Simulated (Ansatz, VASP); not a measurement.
**AlN: VASP beside Ansatz**

```
Al N
1.0
     3.27071    0.00000   -0.00285
    -1.63536    2.79586    0.00142
    -0.00360    0.00000    4.06307
Al N
2 2
Cartesian
  0.1144 1.8756 3.0890
  1.7516 0.9202 1.0560
  -0.1180 1.7528 0.9741
  1.5155 1.0430 3.0042
```

Alike in both runs: task single point; functional PBEsol; k mesh 9 × 9 × 6; occupations gaussian, width 0.02 eV; no spin polarisation.

```csv
,VASP,Ansatz
version,VASP 6.6.1,Ansatz 0.2.0
potentials or method,"VASP PAW PBE potentials, release 64 (Al, N), cutoff 520 eV","scalar-relativistic, plane waves, PAW"
valence electrons in the cell,16,16
```

```csv
,VASP,Ansatz,Ansatz less VASP
gap on the k mesh at the Fermi level (eV),3.54,3.53,-0.013
least direct gap on the mesh (eV),3.54,3.53,-0.013
pressure (GPa),27.4,27.0,-0.34
"traceless stress, the component that is largest in VASP (GPa)",28.28,27.73,-0.546
rms of the force components (eV/Å),4.102,4.040,-0.0619
```

VASP's potentials were made for PBE, not for PBEsol. Atom by atom the forces differ by 0.062 eV/Å (rms over components).
